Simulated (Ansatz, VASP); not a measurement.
**SiC in VASP and in Ansatz**

```
CELL_PARAMETERS angstrom
3.13734 0.00000 0.00000
-1.56867 2.71701 0.00000
0.00000 0.00000 4.93272
ATOMIC_POSITIONS crystal
Si 0.33333 0.66667 0.25000
Si 0.66667 0.33333 0.75000
C 0.66667 0.33333 0.25000
C 0.33333 0.66667 0.75000
```

Alike in both runs: task single point; functional PBE; k mesh 6 × 6 × 4; occupations fermi-dirac, width 0.02 eV; no spin polarisation.

```csv
,VASP,Ansatz
version,VASP 6.6.1,Ansatz 0.2.0
potentials or method,"VASP PAW PBE potentials, release 64 (Si, C)","plane waves, PAW"
plane-wave cutoff (eV),600,420
valence electrons in the cell,16,16
```

|  | VASP | Ansatz | Ansatz less VASP |
| --- | --- | --- | --- |
| pressure (GPa) | 3.6 | 3.9 | +0.24 |
| traceless stress, the component that is largest in VASP (GPa) | -3.26 | -3.42 | -0.160 |

The k mesh is coarse, so the values compare programs but aren't converged.
